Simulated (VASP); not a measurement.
A run of VASP 6.6.1 is set up as follows.

Contents of INCAR:

```
SYSTEM = BaTiO3
PREC     = Accurate       ! precision mode
ENCUT    = 910            ! plane-wave cutoff, eV
EDIFF    = 1E-6           ! SCF threshold, eV
ISMEAR   = 0              ! smearing method
SIGMA    = 0.01           ! smearing width, eV
LREAL    = .FALSE.        ! projectors in reciprocal space
LASPH    = .TRUE.         ! aspherical terms in the spheres
NELM     = 120            ! most SCF steps
ALGO     = Normal         ! electronic algorithm
ISIF     = 2              ! what is computed and relaxed
LWAVE    = .FALSE.        ! write WAVECAR
LCHARG   = .FALSE.        ! write CHGCAR
GGA      = PS             ! functional
NBANDS   = 28             ! bands
GGA_COMPAT= .FALSE.
```

File KPOINTS:

```
regular mesh
0
G
  6 6 6
  0 0 0
```

POSCAR

```
BaTiO3
1.0
    3.9587508719      0.0000000000      0.0000000000
    0.0000000000      2.8178598290      2.8260544582
    0.0000000000     -2.8178598290      2.8260544582
Ba Ti O
1 1 3
Direct
    0.0000000000      0.0000000000      0.0000000000
    0.5000000000      0.5124000000      0.5124000000
    0.0000000000      0.4874000000      0.4874000000
    0.5000000000      0.5052400000      0.9918400000
    0.5000000000      0.9918400000      0.5052400000
```

Potentials or basis: VASP PAW PBE potentials, release 64 (Ba_sv, Ti_sv, O_h).

Launch:

```console
$ cat potpaw_PBE.64/Ba_sv/POTCAR potpaw_PBE.64/Ti_sv/POTCAR potpaw_PBE.64/O_h/POTCAR > POTCAR
$ mpirun -np 1 vasp_std > vasp.out
```

Problem. Estimate the pressure.

Solution. 1.0 GPa.

Problem. What does it give for the band gap on the k mesh?

Solution. 1.85 eV (least direct gap 2.03 eV).

Problem. Estimate the largest force.

Solution. 0.239 eV/Å.

Stress tensor (GPa, compression positive):
```
1.10 0.00 0.00
0.00 1.23 0.00
0.00 0.00 0.60
```

Caveat: the cutoff is under 1.25 times the usual one of these potentials, so pressure, stress and relaxed cells hold a basis-set (Pulay) error; the PAW data sets were made with another functional, which shifts forces and pressure a little; spin-orbit coupling is left out, which moves the levels of the heavy elements. A k mesh can miss the band edges.
